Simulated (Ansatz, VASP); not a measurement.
Two plane-wave programs on BaTe

POSCAR

```
BaTe
1.0
    0.0353238684      3.5677107110      3.5677107110
    3.5677107110      0.0353238684      3.5677107110
    3.5677107110      3.5677107110      0.0353238684
Ba Te
1 1
Direct
    0.0000000000      0.0000000000      0.0000000000
    0.5000000000      0.5000000000      0.5000000000
```

File INCAR.step1:

```
  PREC = Accurate
  ENCUT = 520
  ISMEAR = 0
  SIGMA = 0.01
  LREAL = F
  LASPH = T
  NELM = 100
  NBANDS = 15
  GGA = PE
  ALGO = Normal
  EDIFF = 1E-4
  LWAVE = T
  LCHARG = F
```

The input INCAR.step2:

```
  PREC = Accurate
  ENCUT = 520
  EDIFF = 1E-6
  ISMEAR = 0
  SIGMA = 0.01
  LREAL = F
  LASPH = T
  NELM = 100
  ALGO = Normal
  ISIF = 2
  LWAVE = F
  LCHARG = F
  METAGGA = R2SCAN
  LMIXTAU = T
  NBANDS = 15
  ISTART = 1
```

Contents of KPOINTS:

```
Automatic mesh
0
Gamma
  6 6 6
```

Input for Ansatz:

```yaml
crystal:
  lattice:
    - [0.0353238684, 3.567710711, 3.567710711]
    - [3.567710711, 0.0353238684, 3.567710711]
    - [3.567710711, 3.567710711, 0.0353238684]
  atoms:
    - { symbol: Ba, position: [0.0, 0.0, 0.0] }
    - { symbol: Te, position: [0.5, 0.5, 0.5] }
kpoints:
  mp_grid: { grid: [6, 6, 6] }
  band_path:
    path:
      - [0.0, 0.0, 0.0]
      - [0.5, 0.0, 0.5]
      - [0.625, 0.25, 0.625]
      - [0.375, 0.375, 0.75]
      - [0.5, 0.5, 0.5]
      - [0.5, 0.25, 0.75]
      - [0.0, 0.5, 0.5]
    npoints: 1
hamiltonian:
  xc: r2scan
scf:
  occupations: { method: fixed }
  n_extra_bands: 4
output:
  forces: true
  stress: true
  eigenvalues: true
  write_density: true
  write_potential: true
  elf: true
  volumetric_format: npy
```

Change from the starting cell: shear_111 strain +1.5%.

Alike in both runs: task single point; functional r2SCAN; k mesh 6 × 6 × 6; no spin polarisation.

|  | VASP | Ansatz |
| --- | --- | --- |
| version | VASP 6.6.1 | Ansatz 0.2.0 |
| potentials or method | VASP PAW PBE potentials, release 64 (Ba_sv, Te) | plane waves, PAW |
| plane-wave cutoff (eV) | 520 | 500 |
| occupations | gaussian, width 0.01 eV | fixed |
| valence electrons in the cell | 16 | 26 |

|  | VASP | Ansatz | Ansatz less VASP |
| --- | --- | --- | --- |
| gap on the k mesh at the Fermi level (eV) | 1.94 | 2.01 | +0.070 |
| pressure (GPa) | -0.2 | -0.5 | -0.30 |
| traceless stress, the component that is largest in VASP (GPa) | -0.12 | -0.12 | -0.001 |

VASP's potentials were made for PBE, not for r2SCAN. VASP's potentials hold 16 valence electrons a cell and Ansatz's 26, so a difference there can come from the potentials and not from the codes.

Neither program's run includes spin-orbit coupling.
